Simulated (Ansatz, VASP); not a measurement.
## One calculation of W, two programs

```
W
1.0
     2.75108    0.00000    0.00000
    -1.37554    2.38251    0.00000
     0.00000    0.00000   10.03578
W
4
Direct
  0.33333 0.66667 0.38130
  0.66667 0.33333 0.88130
  0.66667 0.33333 0.61870
  0.33333 0.66667 0.11870
```

Alike in both runs: task relaxation of cell and atoms; functional PBEsol; k mesh 9 × 9 × 2; occupations gaussian, width 0.1 eV; no spin polarisation.

```csv
,VASP,Ansatz
version,VASP 6.6.1,Ansatz 0.2.0
potentials or method,"VASP PAW PBE potentials, release 64 (W_sv), cutoff 600 eV","scalar-relativistic, plane waves, PAW"
valence electrons in the cell,56,56
```

|  | VASP | Ansatz | Ansatz less VASP |
| --- | --- | --- | --- |
| gap on the k mesh at the Fermi level, each at its own relaxed structure (eV) | none | none | - |
| relaxed volume (Å³/atom) | 16.59 | 16.54 | -0.044 |
| relaxed cell length with the largest relative difference (Å) | 2.739 | 2.736 | -0.0035 |

VASP's potentials were made for PBE, not for PBEsol. A gap of «none» marks a metal or a gap that the smearing closes.

Spin-orbit coupling is off throughout.
